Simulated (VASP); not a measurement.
A run of VASP 6.6.1 is set up as follows.

POSCAR

```
C
1.0
    0.0000000000      1.7833700000      1.7833700000
    1.7833700000      0.0000000000      1.7833700000
    1.7833700000      1.7833700000      0.0000000000
C
2
Direct
    0.0000000000      0.0000000000      0.0000000000
    0.2500000000      0.2500000000      0.2500000000
```

Contents of INCAR.step1:

```
SYSTEM = C
PREC = Accurate
ENCUT = 600
ISMEAR = 0
SIGMA = 0.01
LREAL = .False.
LASPH = .True.
NELM = 80
GGA = PE
ALGO = Normal
EDIFF = 1E-4
LWAVE = .True.
LCHARG = .False.
```

Contents of INCAR.step2:

```
SYSTEM = C
PREC = Accurate
ENCUT = 600
EDIFF = 1E-7
ISMEAR = 0
SIGMA = 0.01
LREAL = .False.
LASPH = .True.
NELM = 80
ALGO = Normal
ISIF = 3
LWAVE = .False.
LCHARG = .False.
METAGGA = R2SCAN
LMIXTAU = .True.
LUSE_VDW = .True.
IVDW_NL = 2
BPARAM = 11.95
CPARAM = 0.0093
IBRION = 2
NSW = 80
EDIFFG = -0.005
ISTART = 1
```

The input KPOINTS:

```
regular mesh
0
Gamma
  8 8 8
  0 0 0
```

Potentials or basis: VASP PAW PBE potentials, release 64 (C).

The run is started by

```sh
$ cat potpaw_PBE.64/C/POTCAR > POTCAR
$ cp INCAR.step1 INCAR
$ mpirun -np 1 vasp_std > vasp.out
$ cp INCAR.step2 INCAR
$ mpirun -np 1 vasp_std > vasp.out
```

Question: What does it give for the band gap on the k mesh?

Answer: 4.31 eV, indirect (least direct gap 5.85 eV).

Question: Estimate the space group after relaxing (to 0.05 Å).

Answer: Fd-3m (No. 227).

Question: Estimate the relaxed volume.

Answer: 5.63 Å³/atom.

Question: Predict the relaxed cell.

Answer: a = 2.516 Å, b = 2.516 Å, c = 2.516 Å, α = 60.00°, β = 60.00°, γ = 60.00°.

Step by step:
| step | energy change (eV) | largest force (eV/Å) | pressure (GPa) | volume (Å³) |
| --- | --- | --- | --- | --- |
| 1 | 0.0000 | 0.0000 | -2.98 | 11.34 |
| 2 | 0.0005 | 0.0000 | 3.96 | 11.17 |
| 3 | -0.0007 | 0.0000 | 0.01 | 11.27 |

Caveat: the PAW data sets were made with another functional, which shifts forces and pressure a little. r2SCAN opens gaps a little over a GGA but as a rule still falls short of measured ones.
